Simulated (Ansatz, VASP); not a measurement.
## Two plane-wave programs on HfTi3N4

File INCAR:

```
SYSTEM = HfTi3N4
ALGO = Normal ; EDIFF = 1E-7
ENCUT = 520 ; GGA = PE
ISIF = 2 ; ISMEAR = 0
LASPH = .TRUE. ; LCHARG = .TRUE.
LELF = .TRUE. ; LREAL = .FALSE.
LVHAR = .TRUE. ; LWAVE = .FALSE.
NBANDS = 43 ; NELM = 80
PREC = Accurate ; SIGMA = 0.2
```

The input KPOINTS:

```
k-points
0
G
  6 6 6
  0 0 0
```

Contents of POSCAR:

```
HfTi3N4
1.0
    4.3418551000      0.0000000000      0.0000000000
    0.0000000000      4.3418551000      0.0000000000
    0.0000000000      0.0000000000      4.3418551000
Hf Ti N
1 3 4
Direct
    0.0000000000      0.0000000000      0.0000000000
    0.5000000000      0.0000000000      0.5000000000
    0.0000000000      0.5000000000      0.5000000000
    0.5000000000      0.5000000000      0.0000000000
    0.5000000000      0.5000000000      0.5000000000
    0.0000000000      0.5000000000      0.0000000000
    0.5000000000      0.0000000000      0.0000000000
    0.0000000000      0.0000000000      0.5000000000
```

Input for Ansatz:

```yaml
crystal:
  lattice:
    - [4.3418551, 0.0, 0.0]
    - [0.0, 4.3418551, 0.0]
    - [0.0, 0.0, 4.3418551]
  atoms:
    - { symbol: Hf, position: [0.0, 0.0, 0.0] }
    - { symbol: Ti, position: [0.5, 0.0, 0.5] }
    - { symbol: Ti, position: [0.0, 0.5, 0.5] }
    - { symbol: Ti, position: [0.5, 0.5, 0.0] }
    - { symbol: "N", position: [0.5, 0.5, 0.5] }
    - { symbol: "N", position: [0.0, 0.5, 0.0] }
    - { symbol: "N", position: [0.5, 0.0, 0.0] }
    - { symbol: "N", position: [0.0, 0.0, 0.5] }
basis:
  ecutwfc: 420
kpoints:
  mp_grid: { grid: [6, 6, 6] }
hamiltonian:
  xc: pbe
scf:
  occupations: { method: gaussian, width: 0.2 }
  lower_state_search: "off"
output:
  forces: true
  stress: true
  eigenvalues: true
```

Alike in both runs: task single point; functional PBE; k mesh 6 × 6 × 6; occupations gaussian, width 0.2 eV; no spin polarisation.

```csv
,VASP,Ansatz
version,VASP 6.6.1,Ansatz 0.2.0
potentials or method,"VASP PAW PBE potentials, release 64 (Hf_pv, Ti_sv, N), cutoff 520 eV","scalar-relativistic, plane waves, PAW"
valence electrons in the cell,66,82
```

VASP gave:

```
gap on the k mesh at the Fermi level (eV) : none
pressure (GPa)                            : -0.1
```

Task: Estimate Ansatz's values.

Result: gap on the k mesh at the Fermi level (eV): none; pressure (GPa): 0.3.

A gap of «none» marks a metal or a gap that the smearing closes. The functional is the same, so the differences come from potentials, cutoffs and numerics. VASP's potentials hold 66 valence electrons a cell and Ansatz's 82, so a difference there can come from the potentials and not from the codes.

Spin-orbit coupling is off throughout.
